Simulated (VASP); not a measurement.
Set up this calculation in VASP 6.6.1, as the native input.

* Task: single point
* Functional: PBE
* Potentials or basis: VASP PAW PBE potentials, release 64 (Ti_sv)
* Cutoff: 520 eV
* k mesh: 13 × 13 × 1
* Occupations: fermi-dirac, width 0.05 eV
* Spin: no spin polarisation
* Dipole correction: yes
* Further INCAR settings: ALGO = Normal; EDIFF = 1e-06; NBANDS = 45

The structure of Ti lies in POSCAR:

```
Ti
1.0
    2.9399472392      0.0000000000      0.0000000000
   -1.4699736196      2.5460689949      0.0000000000
    0.0000000000      0.0000000000     27.6197000000
Ti
6
Direct
    0.8333333333      0.1666666667      0.2937321883
    0.1666666667      0.8333333333      0.3719441378
    0.8333333333      0.1666666667      0.4585747038
    0.1666666667      0.8333333333      0.5414253265
    0.8333333333      0.1666666667      0.6280558509
    0.1666666667      0.8333333333      0.7062677927
```

The input as run:

INCAR

```
SYSTEM = Ti
PREC = Accurate
ENCUT = 520
EDIFF = 1E-6
ISMEAR = -1
SIGMA = 0.05
LREAL = .False.
LASPH = .True.
NELM = 100
ALGO = Normal
ISIF = 2
LWAVE = .False.
LCHARG = .True.
LDIPOL = .True.
IDIPOL = 3
DIPOL = 0.5 0.5 0.500
GGA = PE
LELF = .True.
LVHAR = .True.
LVACPOTAV = .True.
NBANDS = 45
```

KPOINTS

```
Automatic mesh
0
Gamma
  13 13 1
  0 0 0
```

Potentials or basis: VASP PAW PBE potentials, release 64 (Ti_sv).

Run with:

```bash
$ cat potpaw_PBE.64/Ti_sv/POTCAR > POTCAR
$ mpirun -np 1 vasp_std > vasp.out
```

It gave:

The largest force is 0.016 eV/Å and the band gap on the k mesh is zero (band 36 reaches 2.74 eV, above the bottom of band 37 at 1.71 eV).

Run time: 7.8 min on 1 thread of Intel(R) Xeon(R) Platinum 8259CL CPU @ 2.50GHz (Skylake/Cascade Lake) (shared host), peak memory 0.4 GiB.
